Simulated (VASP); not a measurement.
Si2Ni:

```
Si Ni
1.0
     0.00000    2.66758    2.66758
     2.66758    0.00000    2.66758
     2.66758    2.66758    0.00000
Si Ni
2 1
Direct
  0.25000 0.25000 0.25000
  0.75000 0.75000 0.75000
  0.00000 0.00000 0.00000
```

Base run:

| Property | Result |
| --- | --- |
| Program | VASP 6.6.1 |
| Functional | PBE |
| Potentials or basis | VASP PAW PBE potentials, release 64 (Si, Ni) |
| Cutoff | 520 eV |
| k mesh | 14 × 14 × 14 |
| Occupations | gaussian, width 0.15 eV |
| Spin | collinear spin, ferromagnetic start |
| Starting moments | [0.0, 0.0, 0.75] μB |
| Fixed moment | 0.75 μB |

Its results: pressure 12.8 GPa; site moments Si +0.10; Ni +0.35 μB.

Problem. The run is repeated on the same cell with these changes: fixed moment from 0.75 μB to 0.25 μB; moments at the start from [0.0, 0.0, 0.75] to [0.0, 0.0, 0.25]. What comes out?

Solution. Pressure 10.1 GPa; site moments Si +0.03; Ni +0.13 μB.

Caveats: the total moment is fixed, so each spin has its own Fermi level.
